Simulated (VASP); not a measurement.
# MnS (F-43m) in VASP: further runs

The runs below take MnS through single point, with PBE+D3(BJ), PBE.

Program: VASP 6.6.1. These are calculated values, not measurements. Logs are shortened: lines on timing, memory, paths and dates and some standing lists are left out, and cuts for length are marked.

## (1) The cell of the first run

Symmetry: F-43m, No. 216, cubic system. Conventional cell: a = 4.920 Å, b = 4.920 Å, c = 4.920 Å, α = 90.00°, β = 90.00°, γ = 90.00°. Within 2.8 Å of Mn (site symmetry -43m) lie 4 S at 2.13 Å. S (site symmetry -43m) has 4 Mn at 2.13 Å within 2.8 Å.

## (2) Single point, PBE+D3(BJ), collinear spin, ferromagnetic start

INCAR reads:

```
PREC     = Accurate       # precision mode
ENCUT    = 520            # plane-wave cutoff, eV
EDIFF    = 1E-6           # SCF threshold, eV
ISMEAR   = -1             # smearing method
SIGMA    = 0.05           # smearing width, eV
LREAL    = F              # projectors in reciprocal space
LASPH    = T              # aspherical terms in the spheres
NELM     = 150            # most SCF steps
ALGO     = Normal         # electronic algorithm
ISIF     = 2              # what is computed and relaxed
LWAVE    = F              # write WAVECAR
LCHARG   = F              # write CHGCAR
ISPIN    = 2              # spin polarisation
MAGMOM   = 4 0            # initial moments
LORBIT   = 11             # projections on sites
LMAXMIX  = 4              # l up to which the mixer works
GGA      = PE             # functional
IVDW     = 12             # dispersion correction
NBANDS   = 20             # bands
```

KPOINTS reads:

```
Automatic mesh
0
Gamma
  9 9 9
```

POSCAR reads:

```
MnS
1.0
    0.0000000000      2.4600169599      2.4600169599
    2.4600169599      0.0000000000      2.4600169599
    2.4600169599      2.4600169599      0.0000000000
Mn S
1 1
Direct
    0.0000000000      0.0000000000      0.0000000000
    0.7500000000      0.7500000000      0.7500000000
```

Potentials or basis: VASP PAW PBE potentials, release 64 (Mn_pv, S).

The run is started by

```
$ cat potpaw_PBE.64/Mn_pv/POTCAR potpaw_PBE.64/S/POTCAR > POTCAR
$ mpirun -np 1 vasp_std > vasp.out
```

OUTCAR:

```text
PREC = Accurate
   ENCUT = 520
   EDIFF = 1E-6
   ISMEAR = -1
   LREAL = F
   LASPH = T
   NELM = 150
   ISIF = 2
   ISPIN = 2
   LORBIT = 11
   GGA = PE
   IVDW = 12
 IVDW          = 12

 ion  position               nearest neighbor table
   1  0.000  0.000  0.000-   2 2.13   2 2.13   2 2.13   2 2.13
   2  0.750  0.750  0.750-   1 2.13   1 2.13   1 2.13   1 2.13

  LATTYP: Found a face centered cubic cell.
 ALAT       =     4.9200339198

  Lattice vectors:

 A1 = (   0.0000000000,   2.4600169599,   2.4600169599)
 A2 = (   2.4600169599,   0.0000000000,   2.4600169599)
 A3 = (   2.4600169599,   2.4600169599,   0.0000000000)

Analysis of symmetry for initial positions (statically):
=====================================================================
 Subroutine PRICEL returns:
 Original cell was already a primitive cell.

 Routine SETGRP: Setting up the symmetry group for a
 face centered cubic supercell.

 Subroutine GETGRP returns: Found 24 space group operations
 (whereof 24 operations were pure point group operations)
 out of a pool of 48 trial point group operations.

The static configuration has the point symmetry T_d .

Analysis of symmetry for dynamics (positions and initial velocities):
=====================================================================
 Subroutine PRICEL returns:
 Original cell was already a primitive cell.

 Routine SETGRP: Setting up the symmetry group for a
 face centered cubic supercell.

 Subroutine GETGRP returns: Found 24 space group operations
 (whereof 24 operations were pure point group operations)
 out of a pool of 48 trial point group operations.

The dynamic configuration has the point symmetry T_d .

Analysis of structural, dynamic, and magnetic symmetry:
=====================================================================
 Subroutine PRICEL returns:
 Original cell was already a primitive cell.

 Routine SETGRP: Setting up the symmetry group for a
 face centered cubic supercell.

 Subroutine GETGRP returns: Found 24 space group operations
 (whereof 24 operations were pure point group operations)
 out of a pool of 48 trial point group operations.

The overall configuration has the point symmetry T_d .

 Subroutine INISYM returns: Found 24 space group operations
 (whereof 24 operations are pure point group operations),
 and found     1 'primitive' translations

----------------------------------------------------------------------------------------

                                     Primitive cell

  volume of cell :      29.7745

  direct lattice vectors                    reciprocal lattice vectors
     0.000000000  2.460016960  2.460016960    -0.203250631  0.203250631  0.203250631
     2.460016960  0.000000000  2.460016960     0.203250631 -0.203250631  0.203250631
     2.460016960  2.460016960  0.000000000     0.203250631  0.203250631 -0.203250631

  length of vectors
     3.478989348  3.478989348  3.478989348     0.352040420  0.352040420  0.352040420

  position of ions in fractional coordinates (direct lattice)
     0.000000000  0.000000000  0.000000000
     0.750000000  0.750000000  0.750000000

  ion indices of the primitive-cell ions
   primitive index   ion index
                 1           1
                 2           2

----------------------------------------------------------------------------------------

 KPOINTS: Automatic mesh

Automatic generation of k-mesh.
 Grid dimensions read from file:
 generate k-points for:    9    9    9

 Generating k-lattice:

  Cartesian coordinates                     Fractional coordinates (reciprocal lattice)
    -0.022583403  0.022583403  0.022583403     0.111111111  0.000000000  0.000000000
     0.022583403 -0.022583403  0.022583403     0.000000000  0.111111111  0.000000000
     0.022583403  0.022583403 -0.022583403     0.000000000  0.000000000  0.111111111

  Length of vectors
     0.039115602  0.039115602  0.039115602

  Shift w.r.t. Gamma in fractional coordinates (k-lattice)
     0.000000000  0.000000000  0.000000000

 Subroutine IBZKPT returns following result:
 ===========================================

 Found     35 irreducible k-points:

 Following reciprocal coordinates:
            Coordinates               Weight
  0.000000  0.000000  0.000000      1.000000
  0.111111  0.000000  0.000000      8.000000
  0.222222  0.000000  0.000000      8.000000
  0.333333  0.000000  0.000000      8.000000
  0.444444  0.000000  0.000000      8.000000
  0.111111  0.111111  0.000000      6.000000
[... 16 lines left out ...]
 -0.333333  0.333333  0.000000     12.000000
  0.444444  0.444444  0.000000      6.000000
 [... further k-points ...]
   k-points           NKPTS =     35   k-points in BZ     NKDIM =     35   number of bands    NBANDS=     20
   number of dos      NEDOS =    301   number of ions     NIONS =      2
   total plane-waves  NPLWV =  21952
   dimension x,y,z NGX =    28 NGY =   28 NGZ =   28
   dimension x,y,z NGXF=    56 NGYF=   56 NGZF=   56
   ions per type =               1   1
   NGX,Y,Z   is equivalent  to a cutoff of  13.38, 13.38, 13.38 a.u.
   NGXF,Y,Z  is equivalent  to a cutoff of  26.76, 26.76, 26.76 a.u.
 SYSTEM =  unknown system
   PREC   = accura    normal or accurate (medium, high low for compatibility)
   ISTART =      0    job   : 0-new  1-cont  2-samecut
   ICHARG =      2    charge: 1-file 2-atom 10-const
   ISPIN  =      2    spin polarized calculation?
   LNONCOLLINEAR =      F non collinear calculations
   LSORBIT =      F    spin-orbit coupling
   LASPH  =      T    aspherical Exc in radial PAW
   ENCUT  =  520.0 eV  38.22 Ry    6.18 a.u.   6.47  6.47  6.47*2*pi/ulx,y,z
   NELM   =    150;   NELMIN=  2; NELMDL= -5     # of ELM steps
   EDIFF  = 0.1E-05   stopping-criterion for ELM
   LREAL  =      F    real-space projection
   EDIFFG = 0.1E-04   stopping-criterion for IOM
   NSW    =      0    number of steps for IOM
   IBRION =     -1    ionic relax: 0-MD 1-quasi-New 2-CG
   NFREE  =      0    steps in history (QN), initial steepest desc. (CG)
   ISIF   =      2    stress and relaxation
   ISYM   =      2    0-nonsym 1-usesym 2-fastsym
   POTIM  = 0.5000    time-step for ionic-motion
   TEBEG  =    0.0;   TEEND  =   0.0 temperature during run
   PSTRESS=    0.0 pullay stress
   NELECT =      19.0000    total number of electrons
   NUPDOWN=      -1.0000    fix difference up-down
   EMIN   =  10.00;   EMAX   =-10.00  energy-range for DOS
   EFERMI =   0.00;   METHOD = LEGACY
   ISMEAR =    -1;   SIGMA  =   0.05  broadening in eV -4-tet -1-fermi 0-gaus
   EFERMI_NEDOS =   21; number of points for ismear=-14 and -15
   IALGO  =     38    algorithm
   IMIX   =      4    mixing-type and parameters
     AMIX     =   0.40;   BMIX     =  1.00
     AMIX_MAG =   1.60;   BMIX_MAG =  1.00
  volume/ion in A,a.u.               =      14.89       100.46
  Fermi-wavevector in a.u.,A,eV,Ry     =   1.409434  2.663443 27.028012  1.986503
  Thomas-Fermi vector in A             =   2.531490
   LORBIT       =     11    0 simple, 1 ext, 2 COOP (PROOUT), +10 PAW based schemes
   GGA     = PE    functional components
   LHFCALC =     F    Hartree Fock is set to
   AEXX    =    0.0000 exact exchange contribution
   IVDW    =    12    specifies the selected vdW correction
   LEPSILON=     F    determine dielectric tensor
   LRPA    =     F    only Hartree local field effects (RPA)
 spin polarized calculation
  energy-cutoff  :      520.00
  volume of cell :       29.77
 maximum number of plane-waves:       821
 NGX is ok and might be reduce to    28
   NGX = 13   NGY = 13   NGZ = 13

 number of electron      18.9999989 magnetization       0.1984013

 Free energy of the ion-electron system (eV)
  ---------------------------------------------------
  ext. energy  EPLUGINS =         0.00000000
  ---------------------------------------------------
  free energy    TOTEN  =       -13.66411558 eV

  energy without entropy =      -13.64437712  energy(sigma->0) =      -13.65424635

 E-fermi :   7.6241     XC(G=0): -11.3237

 val. band max:        7.6196515807   @ k =  -0.3333   0.3333   0.0000
 cond. band min:       7.6332557776   @ k =   0.4444   0.4444   0.0000
 fundamental gap:      0.0136041969
 Fermi energy:         7.6240512491

 spin component 1

 k-point     1 :       0.0000    0.0000    0.0000
  band No.  band energies     occupation
      1     -40.1700      1.00000
      2     -40.1700      1.00000
      3     -40.1700      1.00000
      4      -7.7725      1.00000
      5       2.8438      1.00000
      6       2.8438      1.00000
[... 12 lines left out ...]
     19      23.4626      0.00000
     20      23.9740      0.00000
[... 507 lines left out ...]
 k-point    24 :       0.4444    0.4444    0.0000
  band No.  band energies     occupation
      1     -40.1968      1.00000
      2     -40.1801      1.00000
      3     -40.1801      1.00000
      4      -6.0737      1.00000
      5       0.8625      1.00000
      6       3.4972      1.00000
[... 12 lines left out ...]
     19      24.9586      0.00000
     20      24.9586      0.00000

 [... further k-points ...]

 spin component 2

 k-point     1 :       0.0000    0.0000    0.0000
  band No.  band energies     occupation
      1     -39.9828      1.00000
      2     -39.9828      1.00000
      3     -39.9828      1.00000
      4      -7.7647      1.00000
      5       2.8867      1.00000
      6       2.8867      1.00000
[... 12 lines left out ...]
     19      23.4598      0.00000
     20      24.0016      0.00000
[... 507 lines left out ...]
 k-point    24 :       0.4444    0.4444    0.0000
  band No.  band energies     occupation
      1     -40.0100      1.00000
      2     -39.9930      1.00000
      3     -39.9930      1.00000
      4      -6.0699      1.00000
      5       0.8998      1.00000
      6       3.5222      1.00000
[... 12 lines left out ...]
     19      24.9836      0.00000
     20      24.9836      0.00000

 [... further k-points ...]

------------------------ aborting loop because EDIFF is reached ----------------------------------------

 Edisp (eV)   -0.98286

 E8    (eV) :    -0.4082

  FORCE on cell =-STRESS in cart. coord.  units (eV):
  Direction    XX          YY          ZZ          XY          YZ          ZX
  --------------------------------------------------------------------------------------
  -------------------------------------------------------------------------------------
  Total       0.01582     0.01582     0.01582     0.00000    -0.00000     0.00000
  in kB       0.85143     0.85143     0.85143     0.00000    -0.00000     0.00000
  external pressure =        0.85 kB  Pullay stress =        0.00 kB

 VOLUME and BASIS-vectors are now :
 -----------------------------------------------------------------------------
  energy-cutoff  :      520.00
  volume of cell :       29.77
      direct lattice vectors                 reciprocal lattice vectors
     0.000000000  2.460016960  2.460016960    -0.203250631  0.203250631  0.203250631
     2.460016960  0.000000000  2.460016960     0.203250631 -0.203250631  0.203250631
     2.460016960  2.460016960  0.000000000     0.203250631  0.203250631 -0.203250631

 POSITION                                       TOTAL-FORCE (eV/Angst)
 -----------------------------------------------------------------------------------
      0.00000      0.00000      0.00000         0.000000     -0.000000      0.000000
      3.69003      3.69003      3.69003        -0.000000      0.000000     -0.000000
 -----------------------------------------------------------------------------------
    total drift:                               -0.000001     -0.000001     -0.000001

  FREE ENERGIE OF THE ION-ELECTRON SYSTEM (eV)
  ---------------------------------------------------
  free  energy   TOTEN  =       -14.6469733681 eV

  energy  without entropy=      -14.6272349084  energy(sigma->0) =      -14.63710414

 total charge

# of ion       s       p       d       tot
------------------------------------------
    1        0.359   6.322   5.385  12.066
    2        1.323   2.434   0.000   3.757
--------------------------------------------------
tot          1.682   8.756   5.385  15.823

 magnetization (x)

# of ion       s       p       d       tot
------------------------------------------
    1        0.007   0.004   0.181   0.192
    2       -0.001  -0.003   0.000  -0.004
--------------------------------------------------
tot          0.006   0.000   0.181   0.187
```

Run time: 26 s. Hardware: 1 thread of Intel Xeon 6975P-C (Granite Rapids), shared host; peak memory 0.2 GiB.

What came out:

```
Free energy                                           : -14.6470 eV
Pressure                                              : 0.1 GPa
Net moment                                            : 0.20 μB per cell
Site moments                                          : Mn +0.19; S -0.00 μB
Valence electrons inside the program's atomic spheres : Mn 12.07; S 3.76
Dispersion energy per atom                            : -0.491 eV
```

Levels at points of the mesh, in eV from the Fermi level:
Spin up:
| k point | band 6 | band 7 | band 8 | band 9 | band 10 | band 11 | band 12 | band 13 | band 14 | band 15 |
| --- | --- | --- | --- | --- | --- | --- | --- | --- | --- | --- |
| (0.00, 0.00, 0.00) | -4.78 | -4.78 | -0.90 | -0.90 | 3.76 | 3.76 | 3.76 | 3.88 | 7.96 | 7.96 |
Spin down:
| k point | band 7 | band 8 | band 9 | band 10 | band 11 | band 12 |
| --- | --- | --- | --- | --- | --- | --- |
| (0.00, 0.00, 0.00) | -4.74 | -0.67 | -0.67 | 3.82 | 3.82 | 3.82 |

Caveat: the moment fell far below its start of 4 μB, so a state of higher moment may lie lower in energy; semilocal functionals often make such compounds metallic where correlation or magnetic order opens a gap, which also shifts bond lengths; pairwise dispersion overbinds metals, which lowers pressure and volume. With open d or f shells a metallic result of PBE can be an artefact of self-interaction; +U or a hybrid may open a gap.

## (3) Single point, PBE, collinear spin, ferromagnetic start

This run uses another cell than the first one, of 15.13 Å³/atom, 1.016 times its volume.

INCAR reads:

```
PREC = Accurate ; ENCUT = 520
EDIFF = 1E-6 ; ISMEAR = 0
SIGMA = 0.02 ; LREAL = F
LASPH = T ; NELM = 150
ALGO = Normal ; ISIF = 2
LWAVE = F ; LCHARG = T
ISPIN = 2 ; MAGMOM = 4 0
LORBIT = 11 ; LMAXMIX = 4
GGA = PE ; LELF = T
LVHAR = T ; NBANDS = 20
```

KPOINTS reads:

```
regular mesh
0
Gamma
  9 9 9
```

POSCAR reads:

```
MnS
1.0
    0.0000000000      2.4734634191      2.4734634191
    2.4734634191      0.0000000000      2.4734634191
    2.4734634191      2.4734634191      0.0000000000
Mn S
1 1
Direct
    0.0000000000      0.0000000000      0.0000000000
    0.7500000000      0.7500000000      0.7500000000
```

Potentials or basis: VASP PAW PBE potentials, release 64 (Mn_pv, S).

The run is started by

```
$ cat potpaw_PBE.64/Mn_pv/POTCAR potpaw_PBE.64/S/POTCAR > POTCAR
$ mpirun -np 1 vasp_std > vasp.out
```

It took 87 s on 1 thread of Intel Xeon 6975P-C (Granite Rapids), shared host; peak memory 0.19 GiB.

It converged, with:

| Item | Value |
| --- | --- |
| Free energy | -13.6656 eV |
| Pressure | 2.6 GPa |
| Net moment | 0.05 μB per cell |
| Site moments | Mn +0.03; S +0.00 μB |
| Valence electrons inside the program's atomic spheres | Mn 12.03; S 3.75 |

Levels at points of the mesh, in eV from the Fermi level:
Spin up:
```tsv
k point	band 5	band 6	band 7	band 8	band 9	band 10	band 11	band 12	band 13	band 14
(0.00, 0.00, 0.00)	-4.67	-4.67	-4.67	-0.75	-0.75	3.74	3.74	3.74	3.82	7.95
```
Spin down:
```
           k point  band 7  band 8  band 9  band 10  band 11  band 12
(0.00, 0.00, 0.00)   -4.66   -0.68   -0.68     3.74     3.74     3.74
```

Caveat: the starting moments collapsed, and a magnetic state may lie lower; semilocal functionals often make such compounds metallic where correlation or magnetic order opens a gap, which also shifts bond lengths.
